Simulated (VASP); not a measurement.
Wanted: the native input for a VASP 6.6.1 run.

```
Task                   : single point
Functional             : LDA
Potentials or basis    : VASP PAW LDA potentials, release 64 (Ni, Pt)
Cutoff                 : 520 eV
k mesh                 : 12 × 12 × 12
Occupations            : gaussian, width 0.05 eV
Spin                   : collinear spin, ferromagnetic start
Starting moments       : [0.65, 0.65, 0.65, 0.0] μB
Dipole correction      : no
Further INCAR settings : ALGO = Normal; EDIFF = 1e-06; NBANDS = 32
```

The structure of Ni3Pt lies in POSCAR:

```
Ni3Pt
1.0
    3.6087477917      0.0000000000      0.0000000000
    0.0000000000      3.6087477917      0.0000000000
    0.0000000000      0.0000000000      3.6087477917
Ni Pt
3 1
Direct
    0.5000000000      0.0000000000      0.5000000000
    0.0000000000      0.5000000000      0.5000000000
    0.5000000000      0.5000000000      0.0000000000
    0.0000000000      0.0000000000      0.0000000000
```

These files were run (other wordings do the same):

INCAR

```
PREC = Accurate
ENCUT = 520
EDIFF = 1E-6
ISMEAR = 0
SIGMA = 0.05
LREAL = F
LASPH = T
NELM = 150
ALGO = Normal
ISIF = 2
LWAVE = F
LCHARG = T
ISPIN = 2
MAGMOM = 0.65 0.65 0.65 0
LORBIT = 11
LMAXMIX = 4
GGA = CA
LELF = T
LVHAR = T
NBANDS = 32
```

KPOINTS

```
Automatic mesh
0
Gamma
  12 12 12
```

Potentials or basis: VASP PAW LDA potentials, release 64 (Ni, Pt).

Command:

```sh
$ cat potpaw_LDA.64/Ni/POTCAR potpaw_LDA.64/Pt/POTCAR > POTCAR
$ mpirun -np 1 vasp_std > vasp.out
```

It gave:

```yaml
Pressure: -9.2 GPa
Net_moment: 1.92 μB per cell
Site_moments: Ni +0.55; Pt +0.27 μB
Valence_electrons_inside_the_program's_atomic_spheres: Ni 9.32; Pt 9.50
```

Caveat: the cell stands under tension.

It took 2.2 min on 1 thread of Intel(R) Xeon(R) Platinum 8488C (Sapphire Rapids), with other jobs on the host, peak memory 0.29 GiB.
